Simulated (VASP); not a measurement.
# CdInS2 (P-3m1) in VASP: a series of runs

CdInS2 is run at these levels: PBE; tasks: single point.

Program: VASP 6.6.1. These are calculated values, not measurements. Logs are shortened: lines on timing, memory, paths and dates and some standing lists are left out, and cuts for length are marked.

## 1. The cell of the first run

The structure is trigonal, space group P-3m1 (No. 164). Conventional cell: a = 3.869 Å, b = 3.869 Å, c = 6.811 Å, α = 90.00°, β = 90.00°, γ = 120.00°. In (site symmetry -3m) has 6 S at 2.83 Å and 2 Cd at 3.41 Å within 3.7 Å. Cd (site symmetry -3m) has 6 S at 2.79 Å and 2 In at 3.41 Å within 3.7 Å. Within 3.7 Å of S (site symmetry 3m) lie 3 Cd at 2.79 Å and 3 In at 2.83 Å.

## 2. Single point, PBE

Input file INCAR:

```
ALGO = Normal
EDIFF = 1E-7
ENCUT = 520
GGA = PE
ISIF = 2
ISMEAR = -1
LASPH = T
LCHARG = T
LELF = T
LREAL = F
LVHAR = T
LWAVE = F
NBANDS = 26
NELM = 100
PREC = Accurate
SIGMA = 0.1
```

Input file KPOINTS:

```
k-points
0
Gamma
  7 7 4
```

Input file POSCAR:

```
CdInS2
1.0
    3.8694961422      0.0000000000      0.0000000000
   -1.9347480711      3.3510819590      0.0000000000
    0.0000000000      0.0000000000      6.8105290000
In Cd S
1 1 2
Direct
    0.0000000000      0.0000000000      0.5000000000
    0.0000000000      0.0000000000      0.0000000000
    0.3333333333      0.6666666667      0.2449510000
    0.6666666667      0.3333333333      0.7550490000
```

Potentials or basis: VASP PAW PBE potentials, release 64 (In_d, Cd, S).

The run is started by

```bash
cat potpaw_PBE.64/In_d/POTCAR potpaw_PBE.64/Cd/POTCAR potpaw_PBE.64/S/POTCAR > POTCAR
mpirun -np 1 vasp_std > vasp.out
```

OUTCAR:

```text
EDIFF = 1E-7
   ENCUT = 520
   GGA = PE
   ISIF = 2
   ISMEAR = -1
   LASPH = T
   LREAL = F
   NELM = 100
   PREC = Accurate

 ion  position               nearest neighbor table
   1  0.000  0.000  0.500-   3 2.83   4 2.83   4 2.83   3 2.83   4 2.83   3 2.83   2 3.41   2 3.41

   2  0.000  0.000  0.000-   3 2.79   4 2.79   4 2.79   3 2.79   4 2.79   3 2.79   1 3.41   1 3.41

   3  0.333  0.667  0.245-   2 2.79   2 2.79   2 2.79   1 2.83   1 2.83   1 2.83
   4  0.667  0.333  0.755-   2 2.79   2 2.79   2 2.79   1 2.83   1 2.83   1 2.83

  LATTYP: Found a hexagonal cell.
 ALAT       =     3.8694961422
 C/A-ratio  =     1.7600557669

  Lattice vectors:

 A1 = (   3.8694961422,   0.0000000000,   0.0000000000)
 A2 = (  -1.9347480711,   3.3510819590,   0.0000000000)
 A3 = (   0.0000000000,   0.0000000000,   6.8105290000)

Analysis of symmetry for initial positions (statically):
=====================================================================
 Subroutine PRICEL returns:
 Original cell was already a primitive cell.

 Routine SETGRP: Setting up the symmetry group for a
 hexagonal supercell.

 Subroutine GETGRP returns: Found 12 space group operations
 (whereof 12 operations were pure point group operations)
 out of a pool of 24 trial point group operations.

The static configuration has the point symmetry D_3d.

Analysis of symmetry for dynamics (positions and initial velocities):
=====================================================================
 Subroutine PRICEL returns:
 Original cell was already a primitive cell.

 Routine SETGRP: Setting up the symmetry group for a
 hexagonal supercell.

 Subroutine GETGRP returns: Found 12 space group operations
 (whereof 12 operations were pure point group operations)
 out of a pool of 24 trial point group operations.

The dynamic configuration has the point symmetry D_3d.

 Subroutine INISYM returns: Found 12 space group operations
 (whereof 12 operations are pure point group operations),
 and found     1 'primitive' translations

----------------------------------------------------------------------------------------

                                     Primitive cell

  volume of cell :      88.3121
[... 87 lines left out ...]
   ISPIN  =      1    spin polarized calculation?
   LNONCOLLINEAR =      F non collinear calculations
   LSORBIT =      F    spin-orbit coupling
   LASPH  =      T    aspherical Exc in radial PAW
   ENCUT  =  520.0 eV  38.22 Ry    6.18 a.u.   7.19  7.19 12.66*2*pi/ulx,y,z
   NELM   =    100;   NELMIN=  2; NELMDL= -5     # of ELM steps
   EDIFF  = 0.1E-06   stopping-criterion for ELM
   LREAL  =      F    real-space projection
   EDIFFG = 0.1E-05   stopping-criterion for IOM
   NSW    =      0    number of steps for IOM
   IBRION =     -1    ionic relax: 0-MD 1-quasi-New 2-CG
   NFREE  =      0    steps in history (QN), initial steepest desc. (CG)
   ISIF   =      2    stress and relaxation
   ISYM   =      2    0-nonsym 1-usesym 2-fastsym
   POTIM  = 0.5000    time-step for ionic-motion
   TEBEG  =    0.0;   TEEND  =   0.0 temperature during run
   PSTRESS=    0.0 pullay stress
   NELECT =      37.0000    total number of electrons
   NUPDOWN=      -1.0000    fix difference up-down
   EMIN   =  10.00;   EMAX   =-10.00  energy-range for DOS
   EFERMI =   0.00;   METHOD = LEGACY
   ISMEAR =    -1;   SIGMA  =   0.10  broadening in eV -4-tet -1-fermi 0-gaus
   EFERMI_NEDOS =   21; number of points for ismear=-14 and -15
   IALGO  =     38    algorithm
   IMIX   =      4    mixing-type and parameters
     AMIX     =   0.40;   BMIX     =  1.00
     AMIX_MAG =   1.60;   BMIX_MAG =  1.00
  volume/ion in A,a.u.               =      22.08       148.99
  Fermi-wavevector in a.u.,A,eV,Ry     =   1.224998  2.314910 20.417169  1.500620
  Thomas-Fermi vector in A             =   2.360052
   LORBIT       =      0    0 simple, 1 ext, 2 COOP (PROOUT), +10 PAW based schemes
   GGA     = PE    functional components
   LHFCALC =     F    Hartree Fock is set to
   AEXX    =    0.0000 exact exchange contribution
   IVDW    =     0    specifies the selected vdW correction
   LEPSILON=     F    determine dielectric tensor
   LRPA    =     F    only Hartree local field effects (RPA)
 non-spin polarized calculation
  energy-cutoff  :      520.00
  volume of cell :       88.31
 maximum number of plane-waves:      2398
 NGX is ok and might be reduce to    30
   NGX = 15   NGY = 15   NGZ = 25

 number of electron      37.0000009 magnetization

 Free energy of the ion-electron system (eV)
  ---------------------------------------------------
  ext. energy  EPLUGINS =         0.00000000
  ---------------------------------------------------
  free energy    TOTEN  =       -13.10846956 eV

  energy without entropy =      -13.07334501  energy(sigma->0) =      -13.09090728

 E-fermi :   5.2499     XC(G=0): -10.0681

 val. band max:        5.2119067279   @ k =   0.2857  -0.0000   0.2500
 cond. band min:       5.2592669740   @ k =   0.4286   0.0000   0.0000
 fundamental gap:      0.0473602460
 Fermi energy:         5.2499163579

 k-point     1 :       0.0000    0.0000    0.0000
  band No.  band energies     occupation
      1      -9.4319      2.00000
      2      -9.4279      2.00000
      3      -9.4279      2.00000
      4      -9.3601      2.00000
      5      -9.3601      2.00000
      6      -8.6923      2.00000
[... 685 lines left out ...]
     25      10.9324      0.00000
     26      11.7990      0.00000

 [... further k-points ...]

------------------------ aborting loop because EDIFF is reached ----------------------------------------

  FORCE on cell =-STRESS in cart. coord.  units (eV):
  Direction    XX          YY          ZZ          XY          YZ          ZX
  --------------------------------------------------------------------------------------
  -------------------------------------------------------------------------------------
  Total        0.0964554      0.0964554      0.0800251      0.0000000      0.0000000      0.0000000
  in kB        1.7499137      1.7499137      1.4518325      0.0000000      0.0000000      0.0000000
  external PRESSURE =       1.6505533 kB  Pullay stress =       0.0000000 kB

 VOLUME and BASIS-vectors are now :
 -----------------------------------------------------------------------------
  energy-cutoff  :      520.00
  volume of cell :       88.31
      direct lattice vectors                 reciprocal lattice vectors
     3.869496142  0.000000000  0.000000000     0.258431580  0.149205542  0.000000000
    -1.934748071  3.351081959  0.000000000     0.000000000  0.298411084  0.000000000
     0.000000000  0.000000000  6.810529000     0.000000000  0.000000000  0.146831472

 POSITION                                       TOTAL-FORCE (eV/Angst)
 -----------------------------------------------------------------------------------
      0.00000      0.00000      3.40526         0.000000      0.000000      0.000000
      0.00000      0.00000      0.00000         0.000000      0.000000      0.000000
     -0.00000      2.23405      1.66825        -0.000000      0.000000     -0.087018
      1.93475      1.11703      5.14228         0.000000      0.000000      0.087018
 -----------------------------------------------------------------------------------
    total drift:                                0.000000     -0.000000      0.000000

  FREE ENERGIE OF THE ION-ELECTRON SYSTEM (eV)
  ---------------------------------------------------
  free  energy   TOTEN  =       -13.1084695558 eV

  energy  without entropy=      -13.0733450094  energy(sigma->0) =      -13.09090728
```

OSZICAR:

```text
N       E                     dE             d eps       ncg     rms          rms(c)
DAV:   1     0.315861651053E+03    0.31586E+03   -0.17713E+04  1464   0.155E+03
DAV:   2     0.159893828086E+02   -0.29987E+03   -0.28871E+03  1502   0.388E+02
DAV:   3    -0.128806880078E+02   -0.28870E+02   -0.28229E+02  1782   0.121E+02
DAV:   4    -0.139429783037E+02   -0.10623E+01   -0.10526E+01  1702   0.221E+01
DAV:   5    -0.139765398815E+02   -0.33562E-01   -0.33531E-01  2040   0.423E+00    0.923E+00
DAV:   6    -0.131225770038E+02    0.85396E+00   -0.15775E+00  2294   0.184E+01    0.723E+00
DAV:   7    -0.131108476656E+02    0.11729E-01   -0.54154E-01  1654   0.435E+00    0.306E+00
DAV:   8    -0.131088236884E+02    0.20240E-02   -0.50171E-02  1746   0.232E+00    0.528E-01
DAV:   9    -0.131083796917E+02    0.44400E-03   -0.75758E-03  1780   0.104E+00    0.185E-01
DAV:  10    -0.131083948119E+02   -0.15120E-04   -0.65484E-04  1636   0.225E-01    0.980E-02
DAV:  11    -0.131084610222E+02   -0.66210E-04   -0.17197E-04  1652   0.948E-02    0.612E-02
DAV:  12    -0.131084687997E+02   -0.77775E-05   -0.18080E-05  1806   0.375E-02    0.186E-02
DAV:  13    -0.131084692740E+02   -0.47430E-06   -0.20558E-06  1948   0.114E-02    0.746E-03
DAV:  14    -0.131084696585E+02   -0.38443E-06   -0.47478E-07  1598   0.334E-03    0.117E-03
DAV:  15    -0.131084695495E+02    0.10894E-06   -0.51172E-08   854   0.172E-03    0.101E-03
DAV:  16    -0.131084695558E+02   -0.62555E-08   -0.14125E-08   786   0.923E-04
   1 F= -.13108470E+02 E0= -.13090907E+02  d E =-.351245E-01
```

stdout:

```text
POSCAR found type information on POSCAR InCdS
 POSCAR found :  3 types and       4 ions
 scaLAPACK will be used
 LDA part: xc-table for (Slater+PW92), standard interpolation
 POSCAR, INCAR and KPOINTS ok, starting setup
 FFT: planning ... GRIDC
 FFT: planning ... GRID_SOFT
 FFT: planning ... GRID
 WAVECAR not read
 entering main loop
```

Run time: 61 s. Hardware: 1 thread of Intel Xeon Platinum 8488C (Sapphire Rapids), shared host; peak memory 0.24 GiB.

What came out:

```yaml
Free_energy: -13.1085 eV
Pressure: 0.2 GPa
Largest_force: 0.087 eV/Å
```

Forces on the atoms (eV/Å):
```
In   0.000  0.000  0.000
Cd   0.000  0.000  0.000
S    0.000  0.000 -0.087
S    0.000  0.000  0.087
```

Levels at points of the mesh, in eV from the Fermi level:
| k point | band 16 | band 17 | band 18 | band 19 | band 20 | band 21 |
| --- | --- | --- | --- | --- | --- | --- |
| (0.00, 0.00, 0.00) | -2.05 | -1.85 | -1.55 | -1.55 | 1.86 | 4.41 |
| (0.00, 0.00, 0.50) | -1.86 | -1.71 | -1.71 | 0.58 | 1.15 | 4.56 |

Caveat: spin-orbit coupling is left out, which moves the levels of the heavy elements.

## 3. Single point, PBE

Input file INCAR:

```
PREC = Accurate ; ENCUT = 520
EDIFF = 1E-6 ; ISMEAR = -1
SIGMA = 0.05 ; LREAL = F
LASPH = T ; NELM = 100
ALGO = Normal ; ISIF = 2
LWAVE = F ; LCHARG = T
GGA = PE ; LELF = T
LVHAR = T ; NBANDS = 26
```

Input file KPOINTS:

```
regular mesh
0
Gamma
  8 8 4
```

POSCAR is that of step 2.

Potentials or basis: VASP PAW PBE potentials, release 64 (In_d, Cd, S).

The run is started by

```bash
cat potpaw_PBE.64/In_d/POTCAR potpaw_PBE.64/Cd/POTCAR potpaw_PBE.64/S/POTCAR > POTCAR
mpirun -np 1 vasp_std > vasp.out
```

It took 83 s on 1 thread of Intel Xeon 6975P-C, shared host; peak memory 0.26 GiB.

Results (log left out):

| Quantity | Value |
| --- | --- |
| Free energy | -13.0951 eV |
| Pressure | 0.1 GPa |
| Largest force | 0.025 eV/Å |

Forces in eV/Å, atoms in the order of the input:
```
In   0.000  0.000  0.000
Cd   0.000  0.000  0.000
S    0.000  0.000 -0.025
S    0.000  0.000  0.025
```

Stress tensor (GPa, compression positive):
```
0.01 0.00 0.00
0.00 0.01 0.00
0.00 0.00 0.16
```

Levels at points of the mesh, in eV from the Fermi level:
```tsv
k point	band 14	band 15	band 16	band 17	band 18	band 19	band 20	band 21	band 22	band 23
(0.00, 0.00, 0.00)	-2.62	-2.09	-2.09	-1.89	-1.59	-1.59	1.82	4.37	4.84	4.84
(0.50, 0.00, 0.00)	-5.11	-4.50	-3.51	-3.30	-1.73	-0.08	1.83	1.88	3.83	4.19
(0.00, 0.00, 0.50)	-4.96	-1.90	-1.90	-1.75	-1.75	0.54	1.11	4.53	4.88	4.89
(0.50, 0.00, 0.50)	-5.83	-3.09	-2.99	-2.66	-2.57	-0.81	0.30	3.82	4.00	5.12
```

Caveat: spin-orbit coupling is left out, which moves the levels of the heavy elements.
